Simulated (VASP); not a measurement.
Write the native input for VASP 6.6.1 that does the following.

- Task: single point
- Functional: PBE
- Potentials or basis: VASP PAW PBE potentials, release 64 (Al, Cl)
- Cutoff: 520 eV
- k mesh: 4 × 4 × 4
- Occupations: gaussian, width 0.1 eV
- Spin: no spin polarisation
- Dipole correction: no
- Further INCAR settings: ALGO = Normal; EDIFF = 1e-06; NBANDS = 20

The structure of Al5Cl lies in POSCAR:

```
Al5Cl
1.0
    0.0000000000      3.5719932600      3.5719932600
    3.5719932600      0.0000000000      3.5719932600
    3.5719932600      3.5719932600      0.0000000000
Al Cl
5 1
Direct
    0.1250000000      0.6250000000      0.6250000000
    0.6250000000      0.6250000000      0.6250000000
    0.6250000000      0.1250000000      0.6250000000
    0.6250000000      0.6250000000      0.1250000000
    0.2500000000      0.2500000000      0.2500000000
    0.0000000000      0.0000000000      0.0000000000
```

The input as run:

INCAR

```
SYSTEM = Al5Cl
PREC     = Accurate       ! precision mode
ENCUT    = 520            ! plane-wave cutoff, eV
EDIFF    = 1E-6           ! SCF threshold, eV
ISMEAR   = 0              ! smearing method
SIGMA    = 0.1            ! smearing width, eV
LREAL    = .False.        ! projectors in reciprocal space
LASPH    = .True.         ! aspherical terms in the spheres
NELM     = 60             ! most SCF steps
ALGO     = Normal         ! electronic algorithm
ISIF     = 2              ! what is computed and relaxed
LWAVE    = .False.        ! write WAVECAR
LCHARG   = .True.         ! write CHGCAR
GGA      = PE             ! functional
LELF     = .True.         ! ELF
LVHAR    = .True.       
NBANDS   = 20             ! bands
```

KPOINTS

```
Automatic mesh
0
Gamma
  4 4 4
  0 0 0
```

Potentials or basis: VASP PAW PBE potentials, release 64 (Al, Cl).

The run is started by

```sh
$ cat potpaw_PBE.64/Al/POTCAR potpaw_PBE.64/Cl/POTCAR > POTCAR
$ mpirun -np 1 vasp_std > vasp.out
```

It gave:

The pressure is 22.1 GPa and the band gap on the k mesh is zero (band 11 reaches 10.84 eV, above the bottom of band 12 at 7.37 eV).

Caveat: the k points lie up to 0.38 Å⁻¹ apart.

Wall time 9.8 s on 1 thread of Intel(R) Xeon(R) 6975P-C (Granite Rapids), with other jobs on the host, peak memory 0.23 GiB.
